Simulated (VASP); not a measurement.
Here is a VASP 6.6.1 calculation.

The input INCAR:

```
SYSTEM = Hf
  PREC = Accurate
  ENCUT = 520
  EDIFF = 1E-6
  ISMEAR = 0
  SIGMA = 0.05
  LREAL = .FALSE.
  LASPH = .TRUE.
  NELM = 80
  ALGO = Fast
  ISIF = 2
  LWAVE = .FALSE.
  LCHARG = .TRUE.
  GGA = PE
  LELF = .TRUE.
  LVHAR = .TRUE.
  NBANDS = 17
```

The input KPOINTS:

```
regular mesh
0
G
  16 16 10
  0 0 0
```

Contents of POSCAR:

```
Hf
1.0
    3.2057721377      0.0000000000      0.0000000000
   -1.6028860688      2.7762801100      0.0000000000
    0.0000000000      0.0000000000      5.0654974656
Hf
2
Direct
    0.3333333333      0.6666666667      0.2500000000
    0.6666666667      0.3333333333      0.7500000000
```

Potentials or basis: VASP PAW PBE potentials, release 64 (Hf_pv).

Launch:

```sh
$ cat potpaw_PBE.64/Hf_pv/POTCAR > POTCAR
$ mpirun -np 1 vasp_std > vasp.out
```

**Question.** Estimate the band gap on the k mesh.

**Answer.** Zero (band 10 reaches 6.04 eV, above the bottom of band 11 at 4.48 eV).

**Question.** Predict the pressure.

**Answer.** -0.5 GPa.

Stress tensor (GPa, compression positive):
```
-0.44  0.00  0.00
 0.00 -0.44  0.00
 0.00  0.00 -0.57
```

Caveat: spin-orbit coupling is left out, which moves the levels of the heavy elements.
